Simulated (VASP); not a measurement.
Wanted: the native input for a VASP 6.6.1 run.

```yaml
Task: electric field gradients
Functional: LDA
Potentials_or_basis: VASP PAW LDA potentials, release 64 (Cd, Se)
Cutoff: 520 eV
k_mesh: 8 × 8 × 8
Occupations: fermi-dirac, width 0.03 eV
Spin: no spin polarisation
Dipole_correction: no
Further_INCAR_settings: ALGO = Normal; EDIFF = 1e-08; NBANDS = 16
```

The structure of CdSe lies in POSCAR:

```
CdSe
1.0
   -0.0614054240      3.0395684866      3.0395684866
    3.0395684866     -0.0614054240      3.0395684866
    3.0395684866      3.0395684866     -0.0614054240
Cd Se
1 1
Direct
    0.0000000000      0.0000000000      0.0000000000
    0.2500000000      0.2500000000      0.2500000000
```

This cell differs from its parent crystal: equal xy, yz and zx shear strains of -2 %.

One way to write it, as run:

INCAR

```
SYSTEM = CdSe
ALGO = Normal
EDIFF = 1E-8
ENCUT = 520
GGA = CA
ISIF = 2
ISMEAR = -1
LASPH = .True.
LCHARG = .False.
LEFG = .True.
LREAL = .False.
LWAVE = .False.
NBANDS = 16
NELM = 100
PREC = Accurate
SIGMA = 0.03
```

KPOINTS

```
k-points
0
Gamma
  8 8 8
  0 0 0
```

Potentials or basis: VASP PAW LDA potentials, release 64 (Cd, Se).

The run is started by

```console
$ cat potpaw_LDA.64/Cd/POTCAR potpaw_LDA.64/Se/POTCAR > POTCAR
$ mpirun -np 1 vasp_std > vasp.out
```

Results of the run:

```
Pressure               : -2.8 GPa
Largest force          : 0.191 eV/Å
Band gap on the k mesh : 0.29 eV, direct
```

Caveat: the cell differs from its parent crystal (equal xy, yz and zx shear strains of -2 %); without QUAD_EFG the Cq values of the log hold for a quadrupole moment of 1 mb, not for the nuclei.

It took 18 s on 1 thread of Intel(R) Xeon(R) 6975P-C (Granite Rapids) (shared host), peak memory 0.18 GiB.
